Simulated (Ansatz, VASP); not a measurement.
## Se: VASP beside Ansatz

Contents of INCAR:

```
ALGO = Normal
EDIFF = 1E-8
ENCUT = 520
GGA = PE
ISIF = 2
ISMEAR = -1
LASPH = True
LCHARG = False
LEFG = True
LREAL = False
LWAVE = False
NBANDS = 16
NELM = 100
PREC = Accurate
SIGMA = 0.03
```

File KPOINTS:

```
k-points
0
Gamma
  6 6 5
```

The input POSCAR:

```
Se
1.0
    4.3807057031      0.0000000000      0.0000000000
   -2.1903528516      3.7938024255      0.0000000000
    0.0000000000      0.0000000000      4.9700572638
Se
3
Direct
    0.2254000000      0.0000000000      0.3333333333
    0.0000000000      0.2254000000      0.6666666667
    0.7746000000      0.7746000000      0.0000000000
```

Input for Ansatz:

```yaml
crystal:
  lattice:
    - [4.3807057031, 0.0, 0.0]
    - [-2.1903528516, 3.7938024255, 0.0]
    - [0.0, 0.0, 4.9700572638]
  atoms:
    - { symbol: Se, position: [0.2254, 0.0, 0.3333333333] }
    - { symbol: Se, position: [0.0, 0.2254, 0.6666666667] }
    - { symbol: Se, position: [0.7746, 0.7746, 0.0] }
kpoints:
  mp_grid: { grid: [6, 6, 5] }
scf:
  occupations: { method: fermi_dirac, width: 0.03 }
hamiltonian:
  xc: pbe
  pseudopotentials: { kind: paw }
output:
  forces: true
  stress: true
  eigenvalues: true
  efg: { contact_densities: true }
  write_density: true
  write_potential: true
  elf: true
  volumetric_format: npy
```

Change from the starting cell: volume scaled by 1.01, PAW files.

Alike in both runs: task electric field gradients; functional PBE; k mesh 6 × 6 × 5; occupations fermi-dirac, width 0.03 eV; no spin polarisation.

|  | VASP | Ansatz |
| --- | --- | --- |
| version | VASP 6.6.1 | Ansatz 0.2.0 |
| potentials or method | VASP PAW PBE potentials, release 64 (Se) | PAW with Ansatz's default frozen-core files, scalar-relativistic |
| plane-wave cutoff (eV) | 520 | 420 |
| valence electrons in the cell | 18 | 48 |

|  | VASP | Ansatz | Ansatz less VASP |
| --- | --- | --- | --- |
| gap on the k mesh at the Fermi level (eV) | 1.32 | 1.32 | 0.000 |
| pressure (GPa) | 2.3 | 2.2 | -0.12 |
| traceless stress, the component that is largest in VASP (GPa) | 0.98 | 0.94 | -0.042 |
| rms of the force components (eV/Å) | 0.189 | 0.171 | -0.0176 |
| size of Vzz on the site where it differs most (V/Å²) | 505.4 | 522.9 | +17.45 |

Atom by atom the forces differ by 0.018 eV/Å (rms over components). VASP's potentials hold 18 valence electrons a cell and Ansatz's 48, so a difference there can come from the potentials and not from the codes.
